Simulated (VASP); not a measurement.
# Y (P6_3/mmc) in VASP: relaxation of cell and atoms with LDA

Aim: the relaxation of cell and atoms of Y with LDA.

Program: VASP 6.6.1. These are calculated values, not measurements. Logs are shortened: lines on timing, memory, paths and dates and some standing lists are left out, and cuts for length are marked.

**1. The cell of the first run**

The structure is hexagonal, space group P6_3/mmc (No. 194). Conventional cell: a = 3.543 Å, b = 3.543 Å, c = 5.498 Å, α = 90.00°, β = 90.00°, γ = 120.00°. Within 4.5 Å of Y (site symmetry -6m2) lie 12 Y at 3.43 to 3.54 Å.

**2. Relaxation of cell and atoms, LDA**

INCAR

```
SYSTEM = Y
ALGO = Normal ; EDIFF = 1E-6
EDIFFG = -0.01 ; ENCUT = 600
GGA = CA ; IBRION = 2
ISIF = 3 ; ISMEAR = 0
LASPH = .True. ; LCHARG = .False.
LREAL = .False. ; LWAVE = .False.
NELM = 80 ; NSW = 50
PREC = Accurate ; SIGMA = 0.05
```

KPOINTS

```
k-points
0
Gamma
  14 14 8
  0 0 0
```

POSCAR

```
Y
1.0
    3.5429590724      0.0000000000      0.0000000000
   -1.7714795362      3.0682925613      0.0000000000
    0.0000000000      0.0000000000      5.4981560679
Y
2
Direct
    0.3333333333      0.6666666667      0.7500000000
    0.6666666667      0.3333333333      0.2500000000
```

Potentials or basis: VASP PAW LDA potentials, release 64 (Y_sv).

Launch:

```bash
$ cat potpaw_LDA.64/Y_sv/POTCAR > POTCAR
$ mpirun -np 1 vasp_std > vasp.out
```

OUTCAR:

```text
SYSTEM = Y
   EDIFF = 1E-6
   EDIFFG = -0.01
   ENCUT = 600
   GGA = CA
   IBRION = 2
   ISIF = 3
   ISMEAR = 0
   LASPH = .True.
   LREAL = .False.
   NELM = 80
   NSW = 50
   PREC = Accurate

 ion  position               nearest neighbor table
   1  0.333  0.667  0.750-   2 3.43   2 3.43   2 3.43   2 3.43   2 3.43   2 3.43
   2  0.667  0.333  0.250-   1 3.43   1 3.43   1 3.43   1 3.43   1 3.43   1 3.43

  LATTYP: Found a hexagonal cell.
 ALAT       =     3.5429590724
 C/A-ratio  =     1.5518542426

  Lattice vectors:

 A1 = (   3.5429590724,   0.0000000000,   0.0000000000)
 A2 = (  -1.7714795362,   3.0682925613,   0.0000000000)
 A3 = (   0.0000000000,   0.0000000000,   5.4981560679)

Analysis of symmetry for initial positions (statically):
=====================================================================
 Subroutine PRICEL returns:
 Original cell was already a primitive cell.

 Routine SETGRP: Setting up the symmetry group for a
 hexagonal supercell.

 Subroutine GETGRP returns: Found 24 space group operations
 (whereof 12 operations were pure point group operations)
 out of a pool of 24 trial point group operations.

The static configuration has the point symmetry D_3d.
 The point group associated with its full space group is D_6h.

Analysis of symmetry for dynamics (positions and initial velocities):
=====================================================================
 Subroutine PRICEL returns:
 Original cell was already a primitive cell.

 Routine SETGRP: Setting up the symmetry group for a
 hexagonal supercell.

 Subroutine GETGRP returns: Found 24 space group operations
 (whereof 12 operations were pure point group operations)
 out of a pool of 24 trial point group operations.

The dynamic configuration has the point symmetry D_3d.
 The point group associated with its full space group is D_6h.

 Subroutine INISYM returns: Found 24 space group operations
 (whereof 12 operations are pure point group operations),
 and found     1 'primitive' translations

----------------------------------------------------------------------------------------

                                     Primitive cell

  volume of cell :      59.7695

  direct lattice vectors                    reciprocal lattice vectors
     3.542959072  0.000000000  0.000000000     0.282249944  0.162957081  0.000000000
    -1.771479536  3.068292561  0.000000000     0.000000000  0.325914162  0.000000000
     0.000000000  0.000000000  5.498156068     0.000000000  0.000000000  0.181879159

  length of vectors
     3.542959072  3.542959072  5.498156068     0.325914162  0.325914162  0.181879159

  position of ions in fractional coordinates (direct lattice)
     0.333333333  0.666666667  0.750000000
     0.666666667  0.333333333  0.250000000

  ion indices of the primitive-cell ions
   primitive index   ion index
                 1           1
                 2           2

----------------------------------------------------------------------------------------

 KPOINTS: k-points

Automatic generation of k-mesh.
 Grid dimensions read from file:
 generate k-points for:   14   14    8

 Generating k-lattice:

  Cartesian coordinates                     Fractional coordinates (reciprocal lattice)
     0.020160710  0.011639792  0.000000000     0.071428571  0.000000000  0.000000000
     0.000000000  0.023279583  0.000000000     0.000000000  0.071428571  0.000000000
[... 66 lines left out ...]
   POTIM  = 0.5000    time-step for ionic-motion
   TEBEG  =    0.0;   TEEND  =   0.0 temperature during run
   PSTRESS=    0.0 pullay stress
   NELECT =      22.0000    total number of electrons
   NUPDOWN=      -1.0000    fix difference up-down
   EMIN   =  10.00;   EMAX   =-10.00  energy-range for DOS
   EFERMI =   0.00;   METHOD = LEGACY
   ISMEAR =     0;   SIGMA  =   0.05  broadening in eV -4-tet -1-fermi 0-gaus
   EFERMI_NEDOS =   21; number of points for ismear=-14 and -15
   IALGO  =     38    algorithm
   IMIX   =      4    mixing-type and parameters
     AMIX     =   0.40;   BMIX     =  1.00
     AMIX_MAG =   1.60;   BMIX_MAG =  1.00
  volume/ion in A,a.u.               =      29.88       201.67
  Fermi-wavevector in a.u.,A,eV,Ry     =   1.173246  2.217113 18.728502  1.376506
  Thomas-Fermi vector in A             =   2.309662
   LORBIT       =      0    0 simple, 1 ext, 2 COOP (PROOUT), +10 PAW based schemes
   GGA     = CA    functional components
   LHFCALC =     F    Hartree Fock is set to
   AEXX    =    0.0000 exact exchange contribution
   IVDW    =     0    specifies the selected vdW correction
   LEPSILON=     F    determine dielectric tensor
   LRPA    =     F    only Hartree local field effects (RPA)
 conjugate gradient relaxation of ions
 non-spin polarized calculation
 Gauss-broadening in eV      SIGMA  =   0.05
  energy-cutoff  :      600.00
  volume of cell :       59.77
 maximum number of plane-waves:      2012
   NGX = 15   NGY = 15   NGZ = 21

--------------------------------------- Ionic step        1  -------------------------------------------

 number of electron      22.0000000 magnetization

 Free energy of the ion-electron system (eV)
  ---------------------------------------------------
  ext. energy  EPLUGINS =         0.00000000
  ---------------------------------------------------
  free energy    TOTEN  =       -13.89833975 eV

  energy without entropy =      -13.89477650  energy(sigma->0) =      -13.89655812

------------------------ aborting loop because EDIFF is reached ----------------------------------------

  FORCE on cell =-STRESS in cart. coord.  units (eV):
  Direction    XX          YY          ZZ          XY          YZ          ZX
  --------------------------------------------------------------------------------------
  -------------------------------------------------------------------------------------
  Total       -0.0306771     -0.0306771     -0.0436223      0.0000000      0.0000000     -0.0000000
  in kB       -0.8223264     -0.8223264     -1.1693344      0.0000000      0.0000000     -0.0000000
  external PRESSURE =      -0.9379957 kB  Pullay stress =       0.0000000 kB

 VOLUME and BASIS-vectors are now :
 -----------------------------------------------------------------------------
  energy-cutoff  :      600.00
  volume of cell :       59.77
      direct lattice vectors                 reciprocal lattice vectors
     3.542959072  0.000000000  0.000000000     0.282249944  0.162957081  0.000000000
    -1.771479536  3.068292561  0.000000000     0.000000000  0.325914162  0.000000000
     0.000000000  0.000000000  5.498156068     0.000000000  0.000000000  0.181879159

 POSITION                                       TOTAL-FORCE (eV/Angst)
 -----------------------------------------------------------------------------------
     -0.00000      2.04553      4.12362         0.000000      0.000000      0.000000
      1.77148      1.02276      1.37454        -0.000000     -0.000000      0.000000
 -----------------------------------------------------------------------------------
    total drift:                               -0.000000      0.000000     -0.000000

  FREE ENERGIE OF THE ION-ELECTRON SYSTEM (eV)
  ---------------------------------------------------
  free  energy   TOTEN  =       -13.8983397505 eV

  energy  without entropy=      -13.8947764964  energy(sigma->0) =      -13.89655812

--------------------------------------- Ionic step        2  -------------------------------------------

 number of electron      22.0000000 magnetization

 Free energy of the ion-electron system (eV)
  ---------------------------------------------------
  ext. energy  EPLUGINS =         0.00000000
  ---------------------------------------------------
  free energy    TOTEN  =       -13.89837551 eV

  energy without entropy =      -13.89484013  energy(sigma->0) =      -13.89660782

 E-fermi :   3.3235     XC(G=0): -10.0260

 val. band max:        3.3210900339   @ k =   0.2857   0.2143   0.2500
 cond. band min:       3.3290299010   @ k =   0.4286   0.0000   0.1250
 fundamental gap:      0.0079398671
 Fermi energy:         3.3235361393

 k-point     1 :       0.0000    0.0000    0.0000
  band No.  band energies     occupation
      1     -38.9204      2.00000
      2     -38.8013      2.00000
      3     -19.4682      2.00000
      4     -18.8025      2.00000
      5     -18.8025      2.00000
      6     -18.6729      2.00000
      7     -18.6729      2.00000
      8     -18.6172      2.00000
      9      -1.4999      2.00000
     10       1.2967      2.00000
     11       4.6912      0.00000
     12       5.0673      0.00000
     13       5.0673      0.00000
     14       5.5127      0.00000
[... 401 lines left out ...]
      2     -38.7972      2.00000
      3     -19.2347      2.00000
      4     -19.0948      2.00000
      5     -19.0927      2.00000
      6     -19.0034      2.00000
      7     -18.9348      2.00000
      8     -18.9295      2.00000
      9       2.3923      2.00000
     10       2.5054      2.00000
     11       2.7564      2.00000
     12       2.8894      2.00000
     13       4.4236      0.00000
     14       4.5543      0.00000
     15       5.8323      0.00000

 [... further k-points ...]

------------------------ aborting loop because EDIFF is reached ----------------------------------------

  FORCE on cell =-STRESS in cart. coord.  units (eV):
  Direction    XX          YY          ZZ          XY          YZ          ZX
  --------------------------------------------------------------------------------------
  -------------------------------------------------------------------------------------
  Total        0.0064797      0.0064797      0.0039500      0.0000000      0.0000000      0.0000000
  in kB        0.1741341      0.1741341      0.1061522      0.0000000      0.0000000      0.0000000
  external PRESSURE =       0.1514735 kB  Pullay stress =       0.0000000 kB

 VOLUME and BASIS-vectors are now :
 -----------------------------------------------------------------------------
  energy-cutoff  :      600.00
  volume of cell :       59.62
      direct lattice vectors                 reciprocal lattice vectors
     3.540337385  0.000000000 -0.000000000     0.282458956  0.163077754  0.000000000
    -1.770168692  3.066022113  0.000000000     0.000000000  0.326155508  0.000000000
     0.000000000  0.000000000  5.492370761     0.000000000  0.000000000  0.182070738

 POSITION                                       TOTAL-FORCE (eV/Angst)
 -----------------------------------------------------------------------------------
     -0.00000      2.04401      4.11928         0.000000      0.000000      0.000000
      1.77017      1.02201      1.37309        -0.000000     -0.000000      0.000000
 -----------------------------------------------------------------------------------
    total drift:                               -0.000000      0.000000     -0.000000

  FREE ENERGIE OF THE ION-ELECTRON SYSTEM (eV)
  ---------------------------------------------------
  free  energy   TOTEN  =       -13.8983755068 eV

  energy  without entropy=      -13.8948401298  energy(sigma->0) =      -13.89660782

 reached required accuracy - stopping structural energy minimisation
```

It took 3.2 min on 1 thread of Intel Xeon Platinum 8259CL at 2.50GHz (Skylake/Cascade Lake), shared host; peak memory 0.27 GiB.

What came out:

```yaml
Free_energy: -13.8984 eV
Relaxed_volume: 29.81 Å³/atom
Relaxed_cell: a = 3.540 Å, b = 3.540 Å, c = 5.492 Å, α = 90.00°, β = 90.00°, γ = 120.00°
Space_group_after_relaxing_to_0.1_Å: P6_3/mmc (No. 194)
Energy_gained_by_relaxing: 0.0 meV/atom
Ionic_steps: 2
Pressure_after_relaxing: 0.0 GPa
Band_gap_on_the_k_mesh: zero (bands 11 and 12 overlap by 1.84 eV)
```

Final structure:
```cif
data_structure
_symmetry_space_group_name_H-M 'P 1'
_symmetry_Int_Tables_number 1
_cell_length_a 3.5403
_cell_length_b 3.5403
_cell_length_c 5.4924
_cell_angle_alpha 90.000
_cell_angle_beta 90.000
_cell_angle_gamma 120.000
_cell_volume 59.62
loop_
_atom_site_label
_atom_site_type_symbol
_atom_site_fract_x
_atom_site_fract_y
_atom_site_fract_z
_atom_site_occupancy
Y1 Y 0.33333 0.66667 0.75000 1
Y2 Y 0.66667 0.33333 0.25000 1
```
